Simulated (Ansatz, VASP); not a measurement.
**ZnO in VASP and in Ansatz**

```
Zn O
1.0
     3.33729    0.00000    0.00000
    -1.66864    2.89018    0.00000
     0.00000    0.00000    7.23740
Zn O
2 2
Direct
  0.00000 0.00000 0.75000
  0.00000 0.00000 0.25000
  0.33333 0.66667 0.25000
  0.66667 0.33333 0.75000
```

Change from the starting cell: strain +0.015 along x and y, +0.015 along z, atoms carried along.

Alike in both runs: task single point; functional PBE; dispersion D3(BJ); k mesh 9 × 9 × 4; occupations gaussian, width 0.05 eV; no spin polarisation.

|  | VASP | Ansatz |
| --- | --- | --- |
| version | VASP 6.6.1 | Ansatz 0.2.0 |
| potentials or method | VASP PAW PBE potentials, release 64 (Zn, O), cutoff 520 eV | scalar-relativistic, plane waves, PAW |
| valence electrons in the cell | 36 | 36 |

```csv
,VASP,Ansatz,Ansatz less VASP
gap on the k mesh at the Fermi level (eV),0.82,0.82,+0.002
least direct gap on the mesh (eV),0.82,0.82,+0.002
pressure (GPa),-5.1,-5.7,-0.65
"traceless stress, the component that is largest in VASP (GPa)",3.51,4.24,+0.731
```
